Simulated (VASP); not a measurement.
## SrLiH3: single point with LDA

The system is SrLiH3.

```
CELL_PARAMETERS angstrom
4.63079 0.00000 0.00000
0.00000 4.63079 0.00000
0.00000 0.00000 4.63079
ATOMIC_POSITIONS crystal
Li 0.00000 0.00000 0.00000
Sr 0.50000 0.50000 0.50000
H 0.00000 0.50000 0.50000
H 0.50000 0.00000 0.50000
H 0.50000 0.50000 0.00000
```

| Property | Result |
| --- | --- |
| Program | VASP 6.6.1 |
| Task | single point |
| Functional | LDA |
| Potentials or basis | VASP PAW LDA potentials, release 64 (Li_sv, Sr_sv, H) |
| Cutoff | 520 eV |
| k mesh | 3 × 3 × 3 |
| Occupations | gaussian, width 0.01 eV |
| Spin | no spin polarisation |
| Dipole correction | no |
| Further INCAR settings | ALGO = Normal; EDIFF = 1e-06; NBANDS = 16 |

The band gap on the k mesh is 2.66 eV, indirect (least direct gap 2.83 eV).

Levels at points of the mesh, in eV from the valence-band top:
| k point | band 5 | band 6 | band 7 | band 8 | band 9 | band 10 | band 11 | band 12 |
| --- | --- | --- | --- | --- | --- | --- | --- | --- |
| (0.00, 0.00, 0.00) | -14.65 | -2.88 | -0.63 | -0.63 | 5.35 | 5.35 | 5.35 | 5.53 |

It took 7.4 s on 1 thread of Intel(R) Xeon(R) Platinum 8488C (Sapphire Rapids), on a shared host, peak memory 0.17 GiB.

Caveat: the k points lie up to 0.45 Å⁻¹ apart. A k mesh can miss the band edges.
